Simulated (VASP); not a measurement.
Input of a VASP 6.6.1 run:

File INCAR:

```
SYSTEM = SnO2
ALGO = Normal ; EDIFF = 1E-6
ENCUT = 520 ; GGA = PE
ISIF = 2 ; ISMEAR = -1
LASPH = .True. ; LCHARG = .False.
LREAL = .False. ; LWAVE = .False.
NBANDS = 20 ; NELM = 60
PREC = Accurate ; SIGMA = 0.08
```

The input KPOINTS:

```
k-points
0
Gamma
  12 12 12
  0 0 0
```

File POSCAR:

```
SnO2
1.0
    0.0000000000      2.4643170921      2.4643170921
    2.4643170921      0.0000000000      2.4643170921
    2.4643170921      2.4643170921      0.0000000000
Sn O
1 2
Direct
    0.0000000000      0.0000000000      0.0000000000
    0.2500000000      0.2500000000      0.2500000000
    0.7500000000      0.7500000000      0.7500000000
```

Potentials or basis: VASP PAW PBE potentials, release 64 (Sn_d, O).

Run with:

```console
$ cat potpaw_PBE.64/Sn_d/POTCAR potpaw_PBE.64/O/POTCAR > POTCAR
$ mpirun -np 1 vasp_std > vasp.out
```

(1) Estimate the pressure.

(2) Estimate the band gap on the k mesh.

Answers

(1) 33.6 GPa.

(2) 1.15 eV, indirect (least direct gap 2.73 eV).

Caveat: spin-orbit coupling is left out, which moves the levels of the heavy elements.
